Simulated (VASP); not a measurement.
## HfSiO4: single point with PBE

HfSiO4:

```
Hf Si O
1.0
    -3.29082    3.29082    2.98576
     3.29082   -3.29082    2.98576
     3.29082    3.29082   -2.98576
Hf Si O
2 2 8
Direct
  0.75000 0.25000 0.50000
  0.00000 0.00000 0.00000
  0.25000 0.75000 0.50000
  0.50000 0.50000 0.00000
  0.13525 0.31988 0.81537
  0.06988 0.75451 0.68463
  0.50451 0.31988 0.18463
  0.06988 0.38525 0.31537
  0.61475 0.93012 0.68463
  0.68012 0.86475 0.18463
  0.24549 0.93012 0.31537
  0.68012 0.49549 0.81537
```

```
Program                : VASP 6.6.1
Task                   : single point
Functional             : PBE
Potentials or basis    : VASP PAW PBE potentials, release 64 (Hf_pv, Si, O)
Cutoff                 : 520 eV
k mesh                 : 6 × 6 × 6
Occupations            : fermi-dirac, width 0.02 eV
Spin                   : no spin polarisation
Dipole correction      : no
Further INCAR settings : ALGO = Normal; EDIFF = 1e-06; NBANDS = 50
```

```
Pressure               : 4.7 GPa
Largest force          : 0.472 eV/Å
Band gap on the k mesh : 5.39 eV (least direct gap 5.74 eV)
```

Forces in eV/Å, atoms in the order of the input:
```
Hf   0.000  0.000  0.000
Hf   0.000  0.000  0.000
Si   0.000  0.000  0.000
Si   0.000  0.000  0.000
O    0.000 -0.352 -0.314
O    0.352  0.000 -0.314
O    0.000  0.352 -0.314
O   -0.352  0.000 -0.314
O    0.000  0.352  0.314
O    0.352  0.000  0.314
O    0.000 -0.352  0.314
O   -0.352  0.000  0.314
```

Stress tensor (GPa, compression positive):
```
4.35 0.00 0.00
0.00 4.35 0.00
0.00 0.00 5.35
```

Levels at points of the mesh, in eV from the valence-band top:
```
           k point  band 34  band 35  band 36  band 37  band 38  band 39  band 40  band 41  band 42  band 43
(0.00, 0.00, 0.00)    -0.69    -0.59    -0.59    -0.56     0.00     5.76     6.04     6.20     6.20     6.21
(0.50, 0.00, 0.00)    -1.15    -0.95    -0.83    -0.26    -0.20     5.64     5.80     6.54     6.72     6.83
(0.50, 0.50, 0.00)    -0.99    -0.93    -0.93    -0.60    -0.60     5.40     5.40     6.49     6.49     6.50
(0.50, 0.50, 0.50)    -1.35    -1.11    -1.11    -0.88    -0.88     6.23     6.23     6.60     6.60     6.72
```

Run time: 2.1 min on 1 thread of AMD EPYC 9R45 96-Core Processor (Zen 5), on a shared host, peak memory 0.32 GiB.

Caveat: the cell stands under pressure; spin-orbit coupling is left out, which moves the levels of the heavy elements. A k mesh can miss the band edges.
